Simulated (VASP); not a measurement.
# NaF (I4mm) in VASP: a series of runs

Runs on NaF. Level: PBE. Tasks: single point.

Everything below comes from runs of VASP 6.6.1. Logs are shortened: lines on timing, memory, paths and dates and some standing lists are left out, and cuts for length are marked.

## 1. The cell of the first run

The structure is tetragonal, space group I4mm (No. 107). The conventional cell has a = 3.286 Å, b = 3.286 Å, c = 4.647 Å, α = 90.00°, β = 90.00°, γ = 90.00°. Within 2.8 Å of Na (site symmetry 4mm) lie 6 F at 2.12 to 2.52 Å. F (site symmetry 4mm) has 6 Na at 2.12 to 2.52 Å within 2.8 Å.

## 2. Single point, PBE (all F atoms moved -0.200 Å, as atom 2 along Cartesian [0 0 1])

File INCAR:

```
SYSTEM = NaF
  ALGO = Normal
  EDIFF = 1E-6
  ENCUT = 520
  GGA = PE
  ISIF = 2
  ISMEAR = 0
  LASPH = .TRUE.
  LCHARG = .TRUE.
  LELF = .TRUE.
  LREAL = .FALSE.
  LVHAR = .TRUE.
  LWAVE = .FALSE.
  NBANDS = 14
  NELM = 100
  PREC = Accurate
  SIGMA = 0.05
```

File KPOINTS:

```
k-points
0
G
  8 8 8
  0 0 0
```

File POSCAR:

```
NaF
1.0
    0.0000000000      2.3233000000      2.3233000000
    2.3233000000      0.0000000000      2.3233000000
    2.3233000000      2.3233000000      0.0000000000
Na F
1 1
Direct
    0.0000000000      0.0000000000      0.0000000000
    0.4569577756      0.4569577756      0.5430422244
```

Potentials or basis: VASP PAW PBE potentials, release 64 (Na_pv, F).

Run with:

```console
cat potpaw_PBE.64/Na_pv/POTCAR potpaw_PBE.64/F/POTCAR > POTCAR
mpirun -np 1 vasp_std > vasp.out
```

OUTCAR:

```text
SYSTEM = NaF
   EDIFF = 1E-6
   ENCUT = 520
   GGA = PE
   ISIF = 2
   ISMEAR = 0
   LASPH = .TRUE.
   LREAL = .FALSE.
   NELM = 100
   PREC = Accurate

 ion  position               nearest neighbor table
   1  0.000  0.000  0.000-   2 2.12   2 2.33   2 2.33   2 2.33   2 2.33
   2  0.457  0.457  0.543-   1 2.12   1 2.33   1 2.33   1 2.33   1 2.33

  LATTYP: Found a face centered cubic cell.
 ALAT       =     4.6466000000

  Lattice vectors:

 A1 = (   0.0000000000,   2.3233000000,   2.3233000000)
 A2 = (   2.3233000000,   0.0000000000,   2.3233000000)
 A3 = (   2.3233000000,   2.3233000000,   0.0000000000)

Analysis of symmetry for initial positions (statically):
=====================================================================
 Subroutine PRICEL returns:
 Original cell was already a primitive cell.

 Routine SETGRP: Setting up the symmetry group for a
 face centered cubic supercell.

 Subroutine GETGRP returns: Found  8 space group operations
 (whereof  8 operations were pure point group operations)
 out of a pool of 48 trial point group operations.

The static configuration has the point symmetry C_4v.

Analysis of symmetry for dynamics (positions and initial velocities):
=====================================================================
 Subroutine PRICEL returns:
 Original cell was already a primitive cell.

 Routine SETGRP: Setting up the symmetry group for a
 face centered cubic supercell.

 Subroutine GETGRP returns: Found  8 space group operations
 (whereof  8 operations were pure point group operations)
 out of a pool of 48 trial point group operations.

The dynamic configuration has the point symmetry C_4v.

 Subroutine INISYM returns: Found  8 space group operations
 (whereof  8 operations are pure point group operations),
 and found     1 'primitive' translations

----------------------------------------------------------------------------------------

                                     Primitive cell

  volume of cell :      25.0811

  direct lattice vectors                    reciprocal lattice vectors
     0.000000000  2.323300000  2.323300000    -0.215211122  0.215211122  0.215211122
     2.323300000  0.000000000  2.323300000     0.215211122 -0.215211122  0.215211122
     2.323300000  2.323300000  0.000000000     0.215211122  0.215211122 -0.215211122

  length of vectors
     3.285642369  3.285642369  3.285642369     0.372756598  0.372756598  0.372756598

  position of ions in fractional coordinates (direct lattice)
     0.000000000  0.000000000  0.000000000
     0.456957776  0.456957776  0.543042224

  ion indices of the primitive-cell ions
   primitive index   ion index
                 1           1
                 2           2

----------------------------------------------------------------------------------------

 KPOINTS: k-points

Automatic generation of k-mesh.
 Grid dimensions read from file:
 generate k-points for:    8    8    8

 Generating k-lattice:

  Cartesian coordinates                     Fractional coordinates (reciprocal lattice)
    -0.026901390  0.026901390  0.026901390     0.125000000  0.000000000  0.000000000
     0.026901390 -0.026901390  0.026901390     0.000000000  0.125000000  0.000000000
     0.026901390  0.026901390 -0.026901390     0.000000000  0.000000000  0.125000000

  Length of vectors
     0.046594575  0.046594575  0.046594575

  Shift w.r.t. Gamma in fractional coordinates (k-lattice)
     0.000000000  0.000000000  0.000000000

 Subroutine IBZKPT returns following result:
 ===========================================

 Found     59 irreducible k-points:

 Following reciprocal coordinates:
            Coordinates               Weight
  0.000000  0.000000  0.000000      1.000000
  0.125000  0.000000  0.000000      8.000000
  0.250000  0.000000  0.000000      8.000000
  0.375000  0.000000  0.000000      8.000000
  0.500000  0.000000  0.000000      4.000000
  0.125000  0.125000  0.000000      2.000000
[... 16 lines left out ...]
  0.000000  0.375000  0.250000     16.000000
  0.500000  0.250000  0.000000      8.000000
 [... further k-points ...]
   k-points           NKPTS =     59   k-points in BZ     NKDIM =     59   number of bands    NBANDS=     14
   number of dos      NEDOS =    301   number of ions     NIONS =      2
   total plane-waves  NPLWV =  13824
   dimension x,y,z NGX =    24 NGY =   24 NGZ =   24
   dimension x,y,z NGXF=    48 NGYF=   48 NGZF=   48
   ions per type =               1   1
   NGX,Y,Z   is equivalent  to a cutoff of  12.14, 12.14, 12.14 a.u.
   NGXF,Y,Z  is equivalent  to a cutoff of  24.29, 24.29, 24.29 a.u.
 SYSTEM =  NaF
   PREC   = accura    normal or accurate (medium, high low for compatibility)
   ISTART =      0    job   : 0-new  1-cont  2-samecut
   ICHARG =      2    charge: 1-file 2-atom 10-const
   ISPIN  =      1    spin polarized calculation?
   LNONCOLLINEAR =      F non collinear calculations
   LSORBIT =      F    spin-orbit coupling
   LASPH  =      T    aspherical Exc in radial PAW
   ENCUT  =  520.0 eV  38.22 Ry    6.18 a.u.   6.11  6.11  6.11*2*pi/ulx,y,z
   NELM   =    100;   NELMIN=  2; NELMDL= -5     # of ELM steps
   EDIFF  = 0.1E-05   stopping-criterion for ELM
   LREAL  =      F    real-space projection
   EDIFFG = 0.1E-04   stopping-criterion for IOM
   NSW    =      0    number of steps for IOM
   IBRION =     -1    ionic relax: 0-MD 1-quasi-New 2-CG
   NFREE  =      0    steps in history (QN), initial steepest desc. (CG)
   ISIF   =      2    stress and relaxation
   ISYM   =      2    0-nonsym 1-usesym 2-fastsym
   POTIM  = 0.5000    time-step for ionic-motion
   TEBEG  =    0.0;   TEEND  =   0.0 temperature during run
   PSTRESS=    0.0 pullay stress
   NELECT =      14.0000    total number of electrons
   NUPDOWN=      -1.0000    fix difference up-down
   EMIN   =  10.00;   EMAX   =-10.00  energy-range for DOS
   EFERMI =   0.00;   METHOD = LEGACY
   ISMEAR =     0;   SIGMA  =   0.05  broadening in eV -4-tet -1-fermi 0-gaus
   EFERMI_NEDOS =   21; number of points for ismear=-14 and -15
   IALGO  =     38    algorithm
   IMIX   =      4    mixing-type and parameters
     AMIX     =   0.40;   BMIX     =  1.00
     AMIX_MAG =   1.60;   BMIX_MAG =  1.00
  volume/ion in A,a.u.               =      12.54        84.63
  Fermi-wavevector in a.u.,A,eV,Ry     =   1.347935  2.547227 24.720809  1.816928
  Thomas-Fermi vector in A             =   2.475645
   LORBIT       =      0    0 simple, 1 ext, 2 COOP (PROOUT), +10 PAW based schemes
   GGA     = PE    functional components
   LHFCALC =     F    Hartree Fock is set to
   AEXX    =    0.0000 exact exchange contribution
   IVDW    =     0    specifies the selected vdW correction
   LEPSILON=     F    determine dielectric tensor
   LRPA    =     F    only Hartree local field effects (RPA)
 non-spin polarized calculation
 Gauss-broadening in eV      SIGMA  =   0.05
  energy-cutoff  :      520.00
  volume of cell :       25.08
 maximum number of plane-waves:       692
   NGX = 13   NGY = 13   NGZ = 13

 number of electron      13.9999984 magnetization

 Free energy of the ion-electron system (eV)
  ---------------------------------------------------
  ext. energy  EPLUGINS =         0.00000000
  ---------------------------------------------------
  free energy    TOTEN  =        -8.51136783 eV

  energy without entropy =       -8.51136783  energy(sigma->0) =       -8.51136783

 E-fermi :  -1.8167     XC(G=0):  -9.1053

 val. band max:       -2.1342377194   @ k =   0.0000   0.0000   0.0000
 cond. band min:       4.1234661068   @ k =   0.0000   0.0000   0.0000
 fundamental gap:      6.2577038262
 Fermi energy:        -1.8166689859

 k-point     1 :       0.0000    0.0000    0.0000
  band No.  band energies     occupation
      1     -21.4019      2.00000
      2     -21.0629      2.00000
      3     -21.0629      2.00000
      4     -20.9482      2.00000
      5      -2.1351      2.00000
      6      -2.1351      2.00000
      7      -2.1342      2.00000
      8       4.1235      0.00000
      9      16.8438      0.00000
     10      16.9064      0.00000
     11      16.9064      0.00000
     12      19.5860      0.00000
     13      21.8228      0.00000
     14      21.8357      0.00000

 k-point     2 :       0.1250    0.0000    0.0000
  band No.  band energies     occupation
      1     -21.5439      2.00000
      2     -21.0685      2.00000
      3     -21.0648      2.00000
      4     -20.7838      2.00000
      5      -2.4259      2.00000
      6      -2.1703      2.00000
      7      -2.1673      2.00000
      8       4.6651      0.00000
      9      15.1058      0.00000
     10      17.0801      0.00000
     11      17.1214      0.00000
     12      21.1423      0.00000
     13      21.2439      0.00000
     14      21.6645      0.00000

 k-point     3 :       0.2500    0.0000    0.0000
  band No.  band energies     occupation
      1     -21.7479      2.00000
      2     -21.0731      2.00000
      3     -21.0694      2.00000
      4     -20.5324      2.00000
      5      -3.0130      2.00000
      6      -2.2544      2.00000
      7      -2.2511      2.00000
      8       5.9765      0.00000
      9      12.9860      0.00000
     10      17.5214      0.00000
     11      17.5705      0.00000
     12      20.6297      0.00000
     13      20.6978      0.00000
     14      22.1421      0.00000
[... 324 lines left out ...]
 k-point    23 :       0.0000    0.3750    0.2500
  band No.  band energies     occupation
      1     -21.6639      2.00000
      2     -21.1115      2.00000
      3     -21.0969      2.00000
      4     -20.5608      2.00000
      5      -3.2386      2.00000
      6      -2.4768      2.00000
      7      -2.4099      2.00000
      8       7.7846      0.00000
      9      12.0021      0.00000
     10      15.1357      0.00000
     11      17.3532      0.00000
     12      17.8477      0.00000
     13      23.6027      0.00000
     14      24.0079      0.00000

 k-point    24 :       0.5000    0.2500    0.0000
  band No.  band energies     occupation
      1     -21.7402      2.00000
      2     -21.1246      2.00000
      3     -21.0958      2.00000
      4     -20.4596      2.00000
      5      -3.3315      2.00000
      6      -2.6801      2.00000
      7      -2.4482      2.00000
      8       9.2087      0.00000
      9      11.0065      0.00000
     10      14.3916      0.00000
     11      17.5872      0.00000
     12      17.7604      0.00000
     13      23.3738      0.00000
     14      24.8687      0.00000

 [... further k-points ...]
[... 5 lines left out ...]
  --------------------------------------------------------------------------------------
  -------------------------------------------------------------------------------------
  Total        0.1958499      0.1958499      0.9503020      0.0000000      0.0000000      0.0000000
  in kB       12.5108865     12.5108865     60.7052671      0.0000000      0.0000000      0.0000000
  external PRESSURE =      28.5756800 kB  Pullay stress =       0.0000000 kB

 VOLUME and BASIS-vectors are now :
 -----------------------------------------------------------------------------
  energy-cutoff  :      520.00
  volume of cell :       25.08
      direct lattice vectors                 reciprocal lattice vectors
     0.000000000  2.323300000  2.323300000    -0.215211122  0.215211122  0.215211122
     2.323300000  0.000000000  2.323300000     0.215211122 -0.215211122  0.215211122
     2.323300000  2.323300000  0.000000000     0.215211122  0.215211122 -0.215211122

 POSITION                                       TOTAL-FORCE (eV/Angst)
 -----------------------------------------------------------------------------------
      0.00000      0.00000      0.00000         0.000000      0.000000     -0.588354
      2.32330      2.32330      2.12330         0.000000      0.000000      0.588354
 -----------------------------------------------------------------------------------
    total drift:                                0.000001      0.000001     -0.000717

  FREE ENERGIE OF THE ION-ELECTRON SYSTEM (eV)
  ---------------------------------------------------
  free  energy   TOTEN  =        -8.5113678306 eV

  energy  without entropy=       -8.5113678306  energy(sigma->0) =       -8.51136783
```

It took 7.2 s on 1 thread of Intel Xeon Platinum 8488C (Sapphire Rapids), shared host; peak memory 0.13 GiB.

Results:

- Free energy: -8.5114 eV
- Pressure: 2.9 GPa
- Largest force: 0.588 eV/Å
- Band gap on the k mesh: 6.26 eV, direct

Forces in eV/Å, atoms in the order of the input:
```
Na   0.000  0.000 -0.588
F    0.000  0.000  0.588
```

Levels at points of the mesh, in eV from the valence-band top:
```csv
k point,band 3,band 4,band 5,band 6,band 7,band 8,band 9,band 10,band 11,band 12
"(0.00, 0.00, 0.00)",-18.93,-18.81,0.00,0.00,0.00,6.26,18.98,19.04,19.04,21.72
"(0.50, 0.00, 0.00)",-18.94,-18.14,-1.55,-0.24,-0.23,10.74,12.37,19.94,19.96,22.99
"(0.50, 0.50, 0.00)",-18.98,-18.62,-1.22,-0.39,-0.39,12.76,13.29,13.73,19.69,19.69
"(0.00, 0.50, 0.50)",-18.98,-18.67,-1.25,-0.41,-0.38,13.11,13.39,13.39,19.59,19.93
```

Caveat: the cell differs from its parent crystal (all F atoms moved -0.200 Å, as atom 2 along Cartesian [0 0 1]).

## 3. Single point, PBE (all F atoms moved +0.150 Å, as atom 2 along Cartesian [0 0 1])

File INCAR:

```
PREC = Accurate
ENCUT = 520
EDIFF = 1E-6
ISMEAR = 0
SIGMA = 0.05
LREAL = F
LASPH = T
NELM = 60
ALGO = Normal
ISIF = 2
LWAVE = F
LCHARG = F
GGA = PE
NBANDS = 14
```

File KPOINTS:

```
Automatic mesh
0
Gamma
  8 8 8
```

POSCAR, as its differences from that of step 2:

```diff
@@ -9,2 +9,2 @@
     0.0000000000      0.0000000000      0.0000000000
-    0.4569577756      0.4569577756      0.5430422244
+    0.5322816683      0.5322816683      0.4677183317
```

Potentials or basis: VASP PAW PBE potentials, release 64 (Na_pv, F).

Run with:

```console
cat potpaw_PBE.64/Na_pv/POTCAR potpaw_PBE.64/F/POTCAR > POTCAR
mpirun -np 1 vasp_std > vasp.out
```

OUTCAR:

```text
PREC = Accurate
   ENCUT = 520
   EDIFF = 1E-6
   ISMEAR = 0
   LREAL = F
   LASPH = T
   NELM = 60
   ISIF = 2
   GGA = PE

 ion  position               nearest neighbor table
   1  0.000  0.000  0.000-   2 2.17   2 2.33   2 2.33   2 2.33   2 2.33
   2  0.532  0.532  0.468-   1 2.17   1 2.33   1 2.33   1 2.33   1 2.33

  LATTYP: Found a face centered cubic cell.
 ALAT       =     4.6466000000

  Lattice vectors:

 A1 = (   0.0000000000,   2.3233000000,   2.3233000000)
 A2 = (   2.3233000000,   0.0000000000,   2.3233000000)
 A3 = (   2.3233000000,   2.3233000000,   0.0000000000)

Analysis of symmetry for initial positions (statically):
=====================================================================
 Subroutine PRICEL returns:
 Original cell was already a primitive cell.

 Routine SETGRP: Setting up the symmetry group for a
 face centered cubic supercell.

 Subroutine GETGRP returns: Found  8 space group operations
 (whereof  8 operations were pure point group operations)
 out of a pool of 48 trial point group operations.

The static configuration has the point symmetry C_4v.
[... 165 lines left out ...]
 fundamental gap:      6.2571615380
 Fermi energy:        -1.8820717500

 k-point     1 :       0.0000    0.0000    0.0000
  band No.  band energies     occupation
      1     -21.3557      2.00000
      2     -21.0751      2.00000
      3     -21.0751      2.00000
      4     -21.0026      2.00000
      5      -2.1284      2.00000
      6      -2.1282      2.00000
      7      -2.1282      2.00000
      8       4.1290      0.00000
      9      16.8239      0.00000
     10      16.8591      0.00000
     11      16.8591      0.00000
     12      19.6110      0.00000
     13      21.8180      0.00000
     14      21.8237      0.00000
[... 377 lines left out ...]
      1     -21.7120      2.00000
      2     -21.1357      2.00000
      3     -21.1075      2.00000
      4     -20.4964      2.00000
      5      -3.3365      2.00000
      6      -2.6814      2.00000
      7      -2.4472      2.00000
      8       9.2409      0.00000
      9      11.0095      0.00000
     10      14.4108      0.00000
     11      17.5895      0.00000
     12      17.7134      0.00000
     13      23.3508      0.00000
     14      24.8138      0.00000

 [... further k-points ...]
[... 5 lines left out ...]
  --------------------------------------------------------------------------------------
  -------------------------------------------------------------------------------------
  Total        0.2159783      0.2159783      0.6313561      0.0000000      0.0000000      0.0000000
  in kB       13.7966870     13.7966870     40.3310072      0.0000000      0.0000000      0.0000000
  external PRESSURE =      22.6414604 kB  Pullay stress =       0.0000000 kB

 VOLUME and BASIS-vectors are now :
 -----------------------------------------------------------------------------
  energy-cutoff  :      520.00
  volume of cell :       25.08
      direct lattice vectors                 reciprocal lattice vectors
     0.000000000  2.323300000  2.323300000    -0.215211122  0.215211122  0.215211122
     2.323300000  0.000000000  2.323300000     0.215211122 -0.215211122  0.215211122
     2.323300000  2.323300000  0.000000000     0.215211122  0.215211122 -0.215211122

 POSITION                                       TOTAL-FORCE (eV/Angst)
 -----------------------------------------------------------------------------------
      0.00000      0.00000      0.00000         0.000000      0.000000      0.401104
      2.32330      2.32330      2.47330         0.000000      0.000000     -0.401104
 -----------------------------------------------------------------------------------
    total drift:                                0.000001      0.000001     -0.000095

  FREE ENERGIE OF THE ION-ELECTRON SYSTEM (eV)
  ---------------------------------------------------
  free  energy   TOTEN  =        -8.5359589999 eV

  energy  without entropy=       -8.5359589999  energy(sigma->0) =       -8.53595900
```

OSZICAR:

```text
N       E                     dE             d eps       ncg     rms          rms(c)
DAV:   1     0.105494485264E+03    0.10549E+03   -0.77242E+03  1682   0.121E+03
DAV:   2    -0.436514066980E+01   -0.10986E+03   -0.10189E+03  1844   0.343E+02
DAV:   3    -0.940386120818E+01   -0.50387E+01   -0.50305E+01  2066   0.667E+01
DAV:   4    -0.944346930856E+01   -0.39608E-01   -0.39606E-01  1874   0.630E+00
DAV:   5    -0.944390017349E+01   -0.43086E-03   -0.43086E-03  2042   0.657E-01    0.546E+00
DAV:   6    -0.854372391400E+01    0.90018E+00   -0.31360E+00  2016   0.150E+01    0.183E+00
DAV:   7    -0.853392484664E+01    0.97991E-02   -0.33106E-02  1730   0.208E+00    0.106E+00
DAV:   8    -0.853539563751E+01   -0.14708E-02   -0.29275E-02  1772   0.336E+00    0.154E-01
DAV:   9    -0.853598814955E+01   -0.59251E-03   -0.41746E-03  2214   0.601E-01    0.108E-01
DAV:  10    -0.853596327208E+01    0.24877E-04   -0.62494E-04  1820   0.304E-01    0.227E-02
DAV:  11    -0.853595867186E+01    0.46002E-05   -0.29515E-05  1958   0.665E-02    0.281E-03
DAV:  12    -0.853595899986E+01   -0.32799E-06   -0.13606E-06  1832   0.121E-02
   1 F= -.85359590E+01 E0= -.85359590E+01  d E =-.491694E-14
```

Run time: 6.8 s. Hardware: 1 thread of Intel Xeon Platinum 8488C (Sapphire Rapids), shared host; peak memory 0.14 GiB.

What came out:

* Free energy: -8.5360 eV
* Pressure: 2.3 GPa
* Largest force: 0.401 eV/Å
* Band gap on the k mesh: 6.26 eV, direct

Forces on the atoms (eV/Å):
```
Na   0.000  0.000  0.401
F    0.000  0.000 -0.401
```

Caveat: the cell differs from its parent crystal (all F atoms moved +0.150 Å, as atom 2 along Cartesian [0 0 1]).

(Continued in part 2 of 2.)
